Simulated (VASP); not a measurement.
B:

```
CELL_PARAMETERS angstrom
0.00000 1.48534 1.48534
1.48534 0.00000 1.48534
1.48534 1.48534 0.00000
ATOMIC_POSITIONS crystal
B 0.00000 0.00000 0.00000
```

```yaml
Program: VASP 6.6.1
Task: relaxation of cell and atoms
Functional: LDA
Potentials_or_basis: VASP PAW LDA potentials, release 64 (B)
Cutoff: 600 eV
k_mesh: 18 × 18 × 18
Occupations: fermi-dirac, width 0.1 eV
Spin: no spin polarisation
```

At the start: pressure -30.9 GPa; volume 6.55 Å³/atom.

**Question.** Where does the relaxation end?

**Answer.** Over 3 steps the energy falls by 91.7 meV/atom and the volume is 5.70 Å³/atom (-13.0 %); space group Fm-3m (No. 225, to 0.05 Å).

The path:
```
step  energy change (eV)  largest force (eV/Å)  pressure (GPa)  volume (Å³)
   1              0.0000                0.0000          -30.91         6.55
   2             -0.0785                0.0000           15.88         5.43
   3             -0.0917                0.0000            0.09         5.70
```

Final structure:
```
CELL_PARAMETERS angstrom
0.00000 1.41800 1.41800
1.41800 0.00000 1.41800
1.41800 1.41800 0.00000
ATOMIC_POSITIONS crystal
B 0.00000 0.00000 0.00000
```
